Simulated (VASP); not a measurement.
A run of VASP 6.6.1 is set up as follows.

Contents of POSCAR:

```
Pt
1.0
    2.8227735294     -0.0000000066      0.0002525233
   -1.4113867703      2.4445935954      0.0000000000
    1.4115871088      0.8149801973      2.2383996555
Pt
1
Direct
    0.0000000000      0.0000000000      0.0000000000
```

File INCAR.step1:

```
PREC = Accurate ; ENCUT = 520
ISMEAR = 0 ; SIGMA = 0.1
LREAL = False ; LASPH = True
NELM = 100 ; NBANDS = 11
ISYM = 0 ; GGA = PE
ALGO = Normal ; EDIFF = 1E-4
LWAVE = True ; LCHARG = False
```

Contents of INCAR.step2:

```
PREC = Accurate ; ENCUT = 520
EDIFF = 1E-7 ; ISMEAR = 0
SIGMA = 0.1 ; LREAL = False
LASPH = True ; NELM = 100
ALGO = Normal ; ISIF = 2
LWAVE = False ; LCHARG = False
METAGGA = R2SCAN ; LMIXTAU = True
NBANDS = 11 ; ISYM = 0
ISTART = 1
```

File KPOINTS:

```
Automatic mesh
0
Gamma
  12 12 15
```

Potentials or basis: VASP PAW PBE potentials, release 64 (Pt).

The run is started by

```console
$ cat potpaw_PBE.64/Pt/POTCAR > POTCAR
$ cp INCAR.step1 INCAR
$ mpirun -np 1 vasp_std > vasp.out
$ cp INCAR.step2 INCAR
$ mpirun -np 1 vasp_std > vasp.out
```

Estimate the pressure.

-1.7 GPa.

Predict the band gap on the k mesh.

zero (bands 5 and 6 overlap by 2.38 eV).

Stress tensor (GPa, compression positive):
```
-2.91 -0.03  0.00
-0.03 -2.87  0.00
 0.00  0.00  0.74
```

Caveat: the PAW data sets were made with another functional, which shifts forces and pressure a little; spin-orbit coupling is left out, which moves the levels of the heavy elements.
